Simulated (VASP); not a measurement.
**CuAu: electric field gradients with PBE**

The system is CuAu.

```
Cu Au
1.0
     2.90930    0.00000    0.00000
     0.00000    2.90930    0.00000
     0.00000    0.00000    3.54252
Cu Au
1 1
Cartesian
  1.4546 1.4546 1.7713
  0.0000 0.0000 0.0000
```

```
Program                : VASP 6.6.1
Task                   : electric field gradients
Functional             : PBE
Potentials or basis    : VASP PAW PBE potentials, release 64 (Cu, Au)
Cutoff                 : 520 eV
k mesh                 : 15 × 15 × 11
Occupations            : fermi-dirac, width 0.05 eV
Spin                   : no spin polarisation
Dipole correction      : no
Further INCAR settings : ALGO = Normal; EDIFF = 1e-08; NBANDS = 18
```

```yaml
Pressure: 0.0 GPa
Band_gap_on_the_k_mesh: zero (bands 11 and 12 overlap by 6.21 eV)
Largest_electric_field_gradient_by_atom: Cu -7.6; Au +60.7 V/Å²
```

Levels at points of the mesh, in eV from the Fermi level:
| k point | band 8 | band 9 | band 10 | band 11 | band 12 | band 13 | band 14 | band 15 |
| --- | --- | --- | --- | --- | --- | --- | --- | --- |
| (0.00, 0.00, 0.00) | -2.01 | -1.65 | -1.46 | -1.46 | 3.25 | 9.03 | 9.03 | 9.11 |

Electric field gradients, principal values (V/Å²):
```tsv
atom	least	middle	greatest (by size)
1 Cu	3.788	3.788	-7.577
2 Au	-30.369	-30.369	60.738
```

It took 96 s on 1 thread of Intel Xeon 8259CL, on a shared host, peak memory 0.24 GiB.

Caveat: without QUAD_EFG the Cq values of the log hold for a quadrupole moment of 1 mb, not for the nuclei; spin-orbit coupling is left out, which moves the levels of the heavy elements.
